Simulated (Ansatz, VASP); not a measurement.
One calculation of Ti, two programs

File POSCAR:

```
Ti
1.0
    2.7981000000      0.0000000000      0.0000000000
   -1.3990500000      2.4232256823      0.0000000000
    0.0000000000      0.0000000000      4.6384185731
Ti
2
Direct
    0.3333333333      0.6666666667      0.2500000000
    0.6666666667      0.3333333333      0.7500000000
```

Contents of INCAR.step1:

```
SYSTEM = Ti
ALGO = Normal
EDIFF = 1E-4
ENCUT = 520
GGA = PE
ISMEAR = 1
LASPH = .TRUE.
LCHARG = .FALSE.
LREAL = .FALSE.
LWAVE = .TRUE.
NBANDS = 19
NELM = 80
PREC = Accurate
SIGMA = 0.05
```

Contents of INCAR.step2:

```
SYSTEM = Ti
ALGO = Normal
EDIFF = 1E-7
ENCUT = 520
ISIF = 2
ISMEAR = 1
ISTART = 1
LASPH = .TRUE.
LCHARG = .FALSE.
LMIXTAU = .TRUE.
LREAL = .FALSE.
LWAVE = .FALSE.
METAGGA = R2SCAN
NBANDS = 19
NELM = 80
PREC = Accurate
SIGMA = 0.05
```

KPOINTS

```
k-points
0
G
  18 18 10
  0 0 0
```

Input for Ansatz:

```yaml
crystal:
  lattice:
    - [2.7981, 0.0, 0.0]
    - [-1.39905, 2.4232256823, 0.0]
    - [0.0, 0.0, 4.6384185731]
  atoms:
    - { symbol: Ti, position: [0.3333333333, 0.6666666667, 0.25] }
    - { symbol: Ti, position: [0.6666666667, 0.3333333333, 0.75] }
basis:
  ecutwfc: 520.0
kpoints:
  mp_grid: { grid: [18, 18, 10] }
hamiltonian:
  xc: r2scan
scf:
  occupations: { method: cold, width: 0.05 }
output:
  forces: true
  stress: true
  eigenvalues: true
```

Alike in both runs: task single point; functional r2SCAN; k mesh 18 × 18 × 10; no spin polarisation.

|  | VASP | Ansatz |
| --- | --- | --- |
| version | VASP 6.6.1 | Ansatz 0.2.0 |
| potentials or method | VASP PAW PBE potentials, release 64 (Ti_sv), cutoff 520 eV | scalar-relativistic, plane waves, PAW |
| occupations | methfessel-paxton of order 1, width 0.05 eV | cold, width 0.05 eV |
| valence electrons in the cell | 24 | 24 |

|  | VASP | Ansatz | Ansatz less VASP |
| --- | --- | --- | --- |
| gap on the k mesh at the Fermi level (eV) | none | none | - |
| pressure (GPa) | 13.7 | 13.2 | -0.46 |
| traceless stress, the component that is largest in VASP (GPa) | -4.47 | -4.44 | +0.024 |

VASP's potentials were made for PBE, not for r2SCAN. A gap of «none» marks a metal or a gap that the smearing closes.
